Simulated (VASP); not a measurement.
# Ga (Cmce) in VASP: electric field gradients with PBE

Aim: the electric field gradients of Ga with PBE.

Everything below comes from runs of VASP 6.6.1. Logs are shortened: lines on timing, memory, paths and dates and some standing lists are left out, and cuts for length are marked.

**1. The cell of the first run**

The structure is orthorhombic, space group Cmce (No. 64). The conventional cell has a = 4.587 Å, b = 7.741 Å, c = 4.579 Å, α = 90.00°, β = 90.00°, γ = 90.00°. Ga (site symmetry m) has 7 Ga at 2.54 to 2.82 Å within 3.3 Å.

**2. Electric field gradients, PBE**

The input, INCAR:

```
  ALGO = Fast
  EDIFF = 1E-8
  ENCUT = 520
  GGA = PE
  ISIF = 2
  ISMEAR = 0
  LASPH = True
  LCHARG = False
  LEFG = True
  LREAL = False
  LWAVE = False
  NBANDS = 34
  NELM = 100
  PREC = Accurate
  SIGMA = 0.05
```

The input, KPOINTS:

```
k-points
0
Gamma
  10 10 10
```

The input, POSCAR:

```
Ga
1.0
    2.2933073961     -3.8705122860      0.0000000000
    2.2933073961      3.8705122860      0.0000000000
    0.0000000000      0.0000000000      4.5790781307
Ga
4
Direct
    0.8435821433      0.1564178567      0.0823639114
    0.6564178567      0.3435821433      0.5823639114
    0.1564178567      0.8435821433      0.9176360886
    0.3435821433      0.6564178567      0.4176360886
```

Potentials or basis: VASP PAW PBE potentials, release 64 (Ga_d).

Run with:

```sh
> cat potpaw_PBE.64/Ga_d/POTCAR > POTCAR
> mpirun -np 1 vasp_std > vasp.out
```

OUTCAR:

```text
EDIFF = 1E-8
   ENCUT = 520
   GGA = PE
   ISIF = 2
   ISMEAR = 0
   LASPH = True
   LREAL = False
   NELM = 100
   PREC = Accurate

 ion  position               nearest neighbor table
   1  0.844  0.156  0.082-   3 2.54   2 2.71   2 2.71   4 2.76   4 2.76   3 2.82   3 2.82
   2  0.656  0.344  0.582-   4 2.54   1 2.71   1 2.71   3 2.76   3 2.76   4 2.82   4 2.82
   3  0.156  0.844  0.918-   1 2.54   4 2.71   4 2.71   2 2.76   2 2.76   1 2.82   1 2.82
   4  0.344  0.656  0.418-   2 2.54   3 2.71   3 2.71   1 2.76   1 2.76   2 2.82   2 2.82

  LATTYP: Found a base centered orthorhombic cell.
 ALAT       =     4.5866147922
 B/A-ratio  =     1.6877424686
 C/A-ratio  =     0.9983568139

  Lattice vectors:

 A1 = (   2.2933073961,  -3.8705122860,   0.0000000000)
 A2 = (   2.2933073961,   3.8705122860,   0.0000000000)
 A3 = (   0.0000000000,   0.0000000000,   4.5790781307)

Analysis of symmetry for initial positions (statically):
=====================================================================
 Subroutine PRICEL returns:
 Original cell was already a primitive cell.

 Routine SETGRP: Setting up the symmetry group for a
 base centered orthorhombic supercell.

 Subroutine GETGRP returns: Found  8 space group operations
 (whereof  4 operations were pure point group operations)
 out of a pool of  8 trial point group operations.

The static configuration has the point symmetry C_2h.
 The point group associated with its full space group is D_2h.

Analysis of symmetry for dynamics (positions and initial velocities):
=====================================================================
 Subroutine PRICEL returns:
 Original cell was already a primitive cell.

 Routine SETGRP: Setting up the symmetry group for a
 base centered orthorhombic supercell.

 Subroutine GETGRP returns: Found  8 space group operations
 (whereof  4 operations were pure point group operations)
 out of a pool of  8 trial point group operations.

The dynamic configuration has the point symmetry C_2h.
 The point group associated with its full space group is D_2h.

 Subroutine INISYM returns: Found  8 space group operations
 (whereof  4 operations are pure point group operations),
 and found     1 'primitive' translations

[... 142 lines left out ...]
  ext. energy  EPLUGINS =         0.00000000
  ---------------------------------------------------
  free energy    TOTEN  =       -11.62851736 eV

  energy without entropy =      -11.62716317  energy(sigma->0) =      -11.62784026

 E-fermi :   4.6585     XC(G=0): -10.4665

 val. band max:        4.6458226435   @ k =   0.2000   0.2000   0.1000
 cond. band min:       4.6609881129   @ k =   0.0000   0.0000   0.4000
 fundamental gap:      0.0151654694
 Fermi energy:         4.6584718729

 k-point     1 :       0.0000    0.0000    0.0000
  band No.  band energies     occupation
      1     -10.3808      2.00000
      2     -10.3748      2.00000
      3     -10.3463      2.00000
      4     -10.3304      2.00000
      5     -10.3104      2.00000
      6     -10.2907      2.00000
[... 877 lines left out ...]
     33      13.4524      0.00000
     34      13.7230      0.00000

 [... further k-points ...]
[... 5 lines left out ...]
  --------------------------------------------------------------------------------------
  -------------------------------------------------------------------------------------
  Total        0.0664393      0.0725647      0.0596072      0.0000000     -0.0000000      0.0000000
  in kB        1.3094749      1.4302014      1.1748187      0.0000000     -0.0000000      0.0000000
  external PRESSURE =       1.3048317 kB  Pullay stress =       0.0000000 kB

 VOLUME and BASIS-vectors are now :
 -----------------------------------------------------------------------------
  energy-cutoff  :      520.00
  volume of cell :       81.29
      direct lattice vectors                 reciprocal lattice vectors
     2.293307396 -3.870512286  0.000000000     0.218025722 -0.129181866  0.000000000
     2.293307396  3.870512286  0.000000000     0.218025722  0.129181866  0.000000000
     0.000000000  0.000000000  4.579078131     0.000000000  0.000000000  0.218384568

 POSITION                                       TOTAL-FORCE (eV/Angst)
 -----------------------------------------------------------------------------------
      2.29331     -2.65968      0.37715         0.000000     -0.002095     -0.001210
      2.29331     -1.21083      2.66669         0.000000      0.002095     -0.001210
      2.29331      2.65968      4.20193         0.000000      0.002095      0.001210
      2.29331      1.21083      1.91239         0.000000     -0.002095      0.001210
 -----------------------------------------------------------------------------------
    total drift:                               -0.000000     -0.000000     -0.000000

  FREE ENERGIE OF THE ION-ELECTRON SYSTEM (eV)
  ---------------------------------------------------
  free  energy   TOTEN  =       -11.6285173578 eV

  energy  without entropy=      -11.6271631720  energy(sigma->0) =      -11.62784026

 Electric field gradients (V/A^2)
---------------------------------------------------------------------
 ion       V_xx      V_yy      V_zz      V_xy      V_xz      V_yz
---------------------------------------------------------------------
   1      23.227   -27.152     3.925    -0.000    -0.000   -22.005
   2      23.227   -27.152     3.925     0.000     0.000    22.005
   3      23.227   -27.152     3.925    -0.000    -0.000   -22.005
   4      23.227   -27.152     3.925     0.000     0.000    22.005
---------------------------------------------------------------------

 Electric field gradients after diagonalization (V/A^2)
 (convention: |V_zz| > |V_xx| > |V_yy|)
----------------------------------------------------------------------
 ion       V_xx      V_yy      V_zz     asymmetry (V_yy - V_xx)/ V_zz
----------------------------------------------------------------------
   1      23.227    15.325   -38.552       0.205
   2      23.227    15.325   -38.552       0.205
   3      23.227    15.325   -38.552       0.205
   4      23.227    15.325   -38.552       0.205
----------------------------------------------------------------------

           NMR quadrupolar parameters

 Cq : quadrupolar parameter    Cq=e*Q*V_zz/h
 eta: asymmetry parameters     (V_yy - V_xx)/ V_zz
 Q  : nuclear electric quadrupole moment in mb (millibarn)
----------------------------------------------------------------------
 ion       Cq(MHz)       eta       Q (mb)
----------------------------------------------------------------------
   1      -0.093       0.205       1.000
   2      -0.093       0.205       1.000
   3      -0.093       0.205       1.000
   4      -0.093       0.205       1.000
----------------------------------------------------------------------
```

stdout:

```text
POSCAR found type information on POSCAR Ga
 POSCAR found :  1 types and       4 ions
 scaLAPACK will be used
 LDA part: xc-table for (Slater+PW92), standard interpolation
 POSCAR, INCAR and KPOINTS ok, starting setup
 FFT: planning ... GRIDC
 FFT: planning ... GRID_SOFT
 FFT: planning ... GRID
 WAVECAR not read
 entering main loop
WARNING in EDDRMM: call to ZHEGV failed, returncode =   8  4     32
WARNING in EDDRMM: call to ZHEGV failed, returncode =   8  4     29
WARNING in EDDRMM: call to ZHEGV failed, returncode =   8  4     30
WARNING in EDDRMM: call to ZHEGV failed, returncode =   8  4     28
WARNING in EDDRMM: call to ZHEGV failed, returncode =   8  4     32
WARNING in EDDRMM: call to ZHEGV failed, returncode =   6  3     30
 num prob WARNING in EDDRMM: call to ZHEGV failed, returncode =   6  3     31
WARNING in EDDRMM: call to ZHEGV failed, returncode =   6  3     31
WARNING in EDDRMM: call to ZHEGV failed, returncode =   8  4     32
 num prob WARNING in EDDRMM: call to ZHEGV failed, returncode =   6  3     31
WARNING in EDDRMM: call to ZHEGV failed, returncode =   8  4     31
WARNING in EDDRMM: call to ZHEGV failed, returncode =   8  4     32
 num prob  num prob  num prob  num prob  num prob WARNING in EDDRMM: call to ZHEGV failed, returncode =   6  3     32
 num prob  num prob  num prob RMM:  17    -0.116285173578E+02   -0.91331E-08   -0.29991E-08  9912   0.158E-03
ion   1

ion   2

ion   3

ion   4
```

Run time: 13 min. Hardware: 1 thread of AMD EPYC 7R43 (Zen 3), shared host; peak memory 0.43 GiB.

Results:

```yaml
Free_energy: -11.6285 eV
Pressure: 0.1 GPa
Band_gap_on_the_k_mesh: zero (band 26 reaches 5.06 eV, above the bottom of band 27 at 3.75 eV)
```

Forces on the atoms (eV/Å):
```
Ga   0.000 -0.002 -0.001
Ga   0.000  0.002 -0.001
Ga   0.000  0.002  0.001
Ga   0.000 -0.002  0.001
```

Levels at points of the mesh, in eV from the Fermi level:
| k point | band 22 | band 23 | band 24 | band 25 | band 26 | band 27 | band 28 | band 29 | band 30 | band 31 |
| --- | --- | --- | --- | --- | --- | --- | --- | --- | --- | --- |
| (0.00, 0.00, 0.00) | -4.16 | -3.58 | -1.85 | -1.61 | -0.59 | 0.94 | 0.96 | 1.18 | 4.89 | 5.27 |
| (0.50, 0.00, 0.00) | -8.35 | -3.35 | -3.35 | -1.22 | -1.22 | 0.78 | 0.78 | 4.05 | 4.05 | 5.27 |
| (0.50, 0.50, 0.00) | -6.98 | -4.16 | -3.09 | -1.72 | -1.40 | 1.17 | 1.35 | 3.18 | 3.75 | 4.23 |
| (0.00, 0.00, 0.50) | -8.93 | -0.33 | -0.33 | 0.07 | 0.07 | 0.14 | 0.14 | 2.08 | 2.08 | 3.93 |
| (0.50, 0.00, 0.50) | -6.98 | -6.05 | -6.05 | -1.38 | -1.38 | 0.58 | 0.58 | 6.96 | 6.96 | 7.62 |
| (0.50, 0.50, 0.50) | -7.36 | -5.16 | -5.16 | -1.15 | -1.15 | -0.91 | -0.91 | 6.52 | 6.52 | 7.65 |

Electric field gradients, principal values (V/Å²):
| atom | least | middle | greatest (by size) |
| --- | --- | --- | --- |
| 1 Ga | 15.325 | 23.227 | -38.552 |
| 2 Ga | 15.325 | 23.227 | -38.552 |
| 3 Ga | 15.325 | 23.227 | -38.552 |
| 4 Ga | 15.325 | 23.227 | -38.552 |

Caveat: without QUAD_EFG the Cq values of the log hold for a quadrupole moment of 1 mb, not for the nuclei.
